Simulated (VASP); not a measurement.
**Al36H: single point with PBE+D3(BJ)**

System: Al36H, a slab with vacuum.

```xyz
37
Lattice="5.6288 0.0000 0.0000 -2.8144 4.8747 0.0000 0.0000 0.0000 35.8074" Properties=species:S:1:pos:R:3 pbc="T T T"
Al    0.0000    1.6249    4.0000
Al   -1.4072    4.0623    4.0000
Al    2.8144    1.6249    4.0000
Al    1.4072    4.0623    4.0000
Al    0.0000    0.0000    6.3103
Al   -1.4072    2.4374    6.3103
Al    2.8144    0.0000    6.3103
Al    1.4072    2.4374    6.3103
Al    1.4072    0.8125    8.6205
Al    0.0000    3.2498    8.6205
Al    4.2216    0.8125    8.6205
Al    2.8144    3.2498    8.6205
Al    0.0000    0.0000   10.9308
Al   -1.4072    2.4374   10.9308
Al    2.8144    0.0000   10.9308
Al    1.4072    2.4374   10.9308
Al    0.0000    1.6249   13.2230
Al   -1.4072    4.0623   13.2230
Al    2.8144    1.6249   13.2230
Al    1.4072    4.0623   13.2230
Al    0.0000    0.0000   15.5145
Al   -1.4072    2.4374   15.5145
Al    2.8144    0.0000   15.5145
Al    1.4072    2.4374   15.5145
Al    1.4072    0.8125   17.8382
Al    0.0000    3.2498   17.8382
Al    4.2216    0.8125   17.8382
Al    2.8144    3.2498   17.8382
Al    0.0000    0.0000   20.1482
Al   -1.4072    2.4374   20.1482
Al    2.8144    0.0000   20.1482
Al    1.4072    2.4374   20.1482
Al    0.0000    1.6249   22.5074
Al   -1.4072    4.0623   22.5074
Al    2.8144    1.6249   22.5074
Al    1.4072    4.0623   22.5074
H     0.0000    3.2498   25.0074
```

```
Program                : VASP 6.6.1
Task                   : single point
Functional             : PBE
Dispersion             : D3(BJ)
Potentials or basis    : VASP PAW PBE potentials, release 64 (Al, H)
Cutoff                 : 520 eV
k mesh                 : 6 × 6 × 1
Occupations            : gaussian, width 0.1 eV
Spin                   : no spin polarisation
Dipole correction      : yes
Further INCAR settings : LREAL = Auto; ALGO = Normal; EDIFF = 1e-06; NBANDS = 78
```

- Largest force: 1.261 eV/Å
- Band gap on the k mesh: zero (an odd number of electrons rules out a gap without spin polarisation)
- Dispersion energy per atom: -0.305 eV

Forces in eV/Å, atoms in the order of the input:
```
Al   0.000  0.027 -0.109
Al   0.023 -0.013 -0.109
Al   0.000  0.000 -0.112
Al  -0.023 -0.013 -0.109
Al   0.000  0.000  0.118
Al   0.043  0.025  0.117
Al   0.000 -0.049  0.117
Al  -0.043  0.025  0.117
Al   0.007  0.004 -0.022
Al   0.000  0.000 -0.035
Al  -0.007  0.004 -0.022
Al   0.000 -0.008 -0.022
Al   0.000  0.000 -0.011
Al   0.038  0.022  0.027
Al   0.000 -0.044  0.027
Al  -0.038  0.022  0.027
Al   0.000  0.027  0.012
Al   0.023 -0.013  0.012
Al   0.000  0.000 -0.037
Al  -0.023 -0.013  0.012
Al   0.000  0.000  0.002
Al   0.025  0.014  0.032
Al   0.000 -0.029  0.032
Al  -0.025  0.014  0.032
Al  -0.005 -0.003 -0.002
Al   0.000  0.000 -0.081
Al   0.005 -0.003 -0.002
Al   0.000  0.006 -0.002
Al   0.000  0.000 -0.042
Al  -0.007 -0.004  0.016
Al   0.000  0.008  0.016
Al   0.007 -0.004  0.016
Al   0.000  0.056  0.416
Al   0.048 -0.028  0.416
Al   0.000  0.000  0.003
Al  -0.048 -0.028  0.416
H    0.000  0.000 -1.261
```

Levels at points of the mesh, in eV from the Fermi level:
| k point | band 51 | band 52 | band 53 | band 54 | band 55 | band 56 | band 57 | band 58 | band 59 | band 60 |
| --- | --- | --- | --- | --- | --- | --- | --- | --- | --- | --- |
| (0.00, 0.00, 0.00) | -1.36 | -1.28 | -1.28 | -1.25 | -0.63 | -0.55 | -0.55 | -0.52 | -0.46 | -0.46 |
| (0.50, 0.00, 0.00) | -0.27 | -0.14 | -0.11 | -0.08 | -0.03 | 0.27 | 0.43 | 0.44 | 0.54 | 0.66 |

Wall time 20 min on 1 thread of Intel(R) Xeon(R) 6975P-C (Granite Rapids), with other jobs on the host, peak memory 1 GiB.
